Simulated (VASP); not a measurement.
## HfO2: relaxation of cell and atoms with PBEsol

The system is HfO2.

```
CELL_PARAMETERS angstrom
4.88046 0.00000 0.00000
0.00000 4.88046 0.00000
0.00000 0.00000 3.23781
ATOMIC_POSITIONS crystal
Hf 0.00000 0.00000 0.00000
Hf 0.50000 0.50000 0.50000
O 0.30519 0.30519 0.00000
O 0.19481 0.80519 0.50000
O 0.80519 0.19481 0.50000
O 0.69481 0.69481 0.00000
```

- Program: VASP 6.6.1
- Task: relaxation of cell and atoms
- Functional: PBEsol
- Potentials or basis: VASP PAW PBE potentials, release 64 (Hf_pv, O)
- Cutoff: 600 eV
- k mesh: 6 × 6 × 8
- Occupations: fermi-dirac, width 0.02 eV
- Spin: no spin polarisation
- Dipole correction: no
- Further INCAR settings: ALGO = Normal; EDIFF = 1e-06; IBRION = 2; EDIFFG = -0.005; NSW = 80; ISIF = 3

The relaxed volume is 12.32 Å³/atom, the relaxed cell is a = 4.809 Å, b = 4.809 Å, c = 3.197 Å, α = 90.00°, β = 90.00°, γ = 90.00° and the space group after relaxing (to 0.1 Å) is P4_2/mnm (No. 136). The energy gained by relaxing is 15.3 meV/atom, the ionic steps are 11 and the pressure after relaxing is 0.0 GPa. The band gap on the k mesh is 3.89 eV.

The path:
| step | energy change (eV) | largest force (eV/Å) | pressure (GPa) | volume (Å³) |
| --- | --- | --- | --- | --- |
| 1 | 0.0000 | 0.1119 | -8.99 | 77.12 |
| 2 | 0.1735 | 0.5252 | 18.18 | 69.34 |
| 3 | -0.0900 | 0.0837 | -0.32 | 74.14 |
| 4 | -0.0901 | 0.0881 | -0.15 | 74.08 |
| 5 | -0.0900 | 0.0927 | 0.05 | 74.02 |
| 6 | -0.0918 | 0.0249 | 0.21 | 73.86 |
| 7 | -0.0918 | 0.0071 | 0.18 | 73.88 |
| 8 | -0.0918 | 0.0080 | -0.21 | 74.01 |
| 9 | -0.0919 | 0.0076 | -0.03 | 73.95 |
| 10 | -0.0919 | 0.0077 | -0.02 | 73.94 |
| 11 | -0.0919 | 0.0010 | -0.01 | 73.94 |

Final structure:
```
Hf O
1.0
     4.80896    0.00000    0.00000
     0.00000    4.80896    0.00000
     0.00000    0.00000    3.19718
Hf O
2 4
Direct
  0.00000 0.00000 0.00000
  0.50000 0.50000 0.50000
  0.30508 0.30508 0.00000
  0.19492 0.80508 0.50000
  0.80508 0.19492 0.50000
  0.69492 0.69492 0.00000
```

Levels at points of the mesh, in eV from the valence-band top:
```tsv
k point	band 20	band 21	band 22	band 23	band 24	band 25
(0.00, 0.00, 0.00)	-0.50	-0.50	0.00	3.89	4.07	5.20
(0.50, 0.00, 0.00)	-1.47	-0.68	-0.68	4.59	4.59	6.21
(0.50, 0.50, 0.00)	-1.14	-0.84	-0.84	4.15	4.15	5.63
(0.00, 0.00, 0.50)	-2.08	-0.97	-0.97	5.59	5.59	6.07
(0.50, 0.00, 0.50)	-1.78	-0.95	-0.95	4.11	4.11	6.34
(0.50, 0.50, 0.50)	-1.12	-0.51	-0.51	5.09	5.09	5.83
```

Run time: 4.4 min on 1 thread of Intel(R) Xeon(R) 6975P-C (Granite Rapids), with other jobs on the host, peak memory 0.28 GiB.

Caveat: the PAW data sets were made with another functional, which shifts forces and pressure a little; spin-orbit coupling is left out, which moves the levels of the heavy elements. A k mesh can miss the band edges.
